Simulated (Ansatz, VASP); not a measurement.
## BiTe: VASP beside Ansatz

INCAR

```
SYSTEM = BiTe
PREC     = Accurate       ! precision mode
ENCUT    = 520            ! plane-wave cutoff, eV
EDIFF    = 1E-6           ! SCF threshold, eV
ISMEAR   = 0              ! smearing method
SIGMA    = 0.15           ! smearing width, eV
LREAL    = .False.        ! projectors in reciprocal space
LASPH    = .True.         ! aspherical terms in the spheres
NELM     = 100            ! most SCF steps
ALGO     = Normal         ! electronic algorithm
ISIF     = 2              ! what is computed and relaxed
LWAVE    = .False.        ! write WAVECAR
LCHARG   = .False.        ! write CHGCAR
GGA      = PE             ! functional
NBANDS   = 18             ! bands
```

Contents of KPOINTS:

```
Automatic mesh
0
Gamma
  16 16 16
  0 0 0
```

The input POSCAR:

```
BiTe
1.0
    0.0000000000      3.2999620733      3.2999620733
    3.2999620733      0.0000000000      3.2999620733
    3.2999620733      3.2999620733      0.0000000000
Bi Te
1 1
Direct
    0.0000000000      0.0000000000      0.0000000000
    0.5000000000      0.5000000000      0.5000000000
```

Input for Ansatz:

```yaml
crystal:
  lattice:
    - [0.0, 3.2999620733, 3.2999620733]
    - [3.2999620733, 0.0, 3.2999620733]
    - [3.2999620733, 3.2999620733, 0.0]
  atoms:
    - { symbol: Bi, position: [0.0, 0.0, 0.0] }
    - { symbol: Te, position: [0.5, 0.5, 0.5] }
basis:
  ecutwfc: 420
kpoints:
  mp_grid: { grid: [16, 16, 16] }
hamiltonian:
  xc: pbe
scf:
  occupations: { method: gaussian, width: 0.15 }
output:
  forces: true
  stress: true
  eigenvalues: true
  write_density: true
  write_potential: true
  elf: true
  volumetric_format: npy
```

Change from the starting cell: strain +0.015 along x and y, +0.015 along z, atoms carried along.

Alike in both runs: task single point; functional PBE; k mesh 16 × 16 × 16; occupations gaussian, width 0.15 eV; no spin polarisation.

|  | VASP | Ansatz |
| --- | --- | --- |
| version | VASP 6.6.1 | Ansatz 0.2.0 |
| potentials or method | VASP PAW PBE potentials, release 64 (Bi_d, Te), cutoff 520 eV | scalar-relativistic, plane waves, PAW |
| valence electrons in the cell | 21 | 31 |

|  | VASP | Ansatz | Ansatz less VASP |
| --- | --- | --- | --- |
| gap on the k mesh at the Fermi level (eV) | none | none | - |
| pressure (GPa) | -1.9 | -1.9 | +0.06 |

A gap of «none» marks a metal or a gap that the smearing closes. VASP's potentials hold 21 valence electrons a cell and Ansatz's 31, so a difference there can come from the potentials and not from the codes.

Neither program's run includes spin-orbit coupling.
